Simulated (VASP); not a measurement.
Wanted: the native input for a VASP 6.6.1 run.

```
Task                   : single point
Functional             : PBEsol
Potentials or basis    : VASP PAW PBE potentials, release 64 (In_d, Se)
Cutoff                 : 520 eV
k mesh                 : 4 × 4 × 4
Occupations            : gaussian, width 0.01 eV
Spin                   : no spin polarisation
Dipole correction      : no
Further INCAR settings : ALGO = Normal; EDIFF = 1e-06; NBANDS = 27
```

The structure of InSe lies in POSCAR:

```
InSe
1.0
    2.0000000000      1.1547005384      8.4400000000
   -2.0000000000      1.1547005384      8.4400000000
    0.0000000000     -2.3094010768      8.4400000000
In Se
2 2
Direct
    0.8886000000      0.8886000000      0.8886000000
    0.0000000000      0.0000000000      0.0000000000
    0.1719000000      0.1719000000      0.1719000000
    0.3835000000      0.3835000000      0.3835000000
```

One way to write it, as run:

INCAR

```
PREC = Accurate ; ENCUT = 520
EDIFF = 1E-6 ; ISMEAR = 0
SIGMA = 0.01 ; LREAL = F
LASPH = T ; NELM = 60
ALGO = Normal ; ISIF = 2
LWAVE = F ; LCHARG = T
GGA = PS ; LELF = T
LVHAR = T ; NBANDS = 27
```

KPOINTS

```
regular mesh
0
Gamma
  4 4 4
```

Potentials or basis: VASP PAW PBE potentials, release 64 (In_d, Se).

Launch:

```console
$ cat potpaw_PBE.64/In_d/POTCAR potpaw_PBE.64/Se/POTCAR > POTCAR
$ mpirun -np 1 vasp_std > vasp.out
```

It gave:

| Quantity | Value |
| --- | --- |
| Pressure | 0.5 GPa |
| Largest force | 0.307 eV/Å |
| Band gap on the k mesh | 0.33 eV |

Caveat: the k points lie up to 0.46 Å⁻¹ apart; the PAW data sets were made with another functional, which shifts forces and pressure a little; spin-orbit coupling is left out, which moves the levels of the heavy elements.

Run time: 8 min on 1 thread of AMD EPYC 7R13, on a shared host, peak memory 0.61 GiB.
